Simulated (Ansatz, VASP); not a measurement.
## NaH: VASP beside Ansatz

```
CELL_PARAMETERS angstrom
0.00000 2.44000 2.46440
2.44000 0.00000 2.46440
2.44000 2.44000 0.00000
ATOMIC_POSITIONS crystal
Na 0.00000 0.00000 0.00000
H 0.50000 0.50000 0.50000
```

Change from the starting cell: zz strain of +1 %, crystal datasets.

Alike in both runs: task electric field gradients; functional PBEsol; k mesh 9 × 9 × 9; occupations fermi-dirac, width 0.03 eV; no spin polarisation.

|  | VASP | Ansatz |
| --- | --- | --- |
| version | VASP 6.6.1 | Ansatz 0.2.0 |
| potentials or method | VASP PAW PBE potentials, release 64 (Na_pv, H), cutoff 520 eV | all-electron PAW with datasets made for the crystal, scalar-relativistic |

```csv
,VASP,Ansatz,Ansatz less VASP
gap on the k mesh at the Fermi level (eV),3.79,3.79,+0.002
pressure (GPa),-1.4,-1.4,+0.01
"traceless stress, the component that is largest in VASP (GPa)",-0.17,-0.17,+0.004
size of Vzz on the site where it differs most (V/Å²),0.9,0.8,-0.06
```

VASP's potentials were made for PBE, not for PBEsol. Ansatz ran all-electron here, and VASP with PAW potentials.
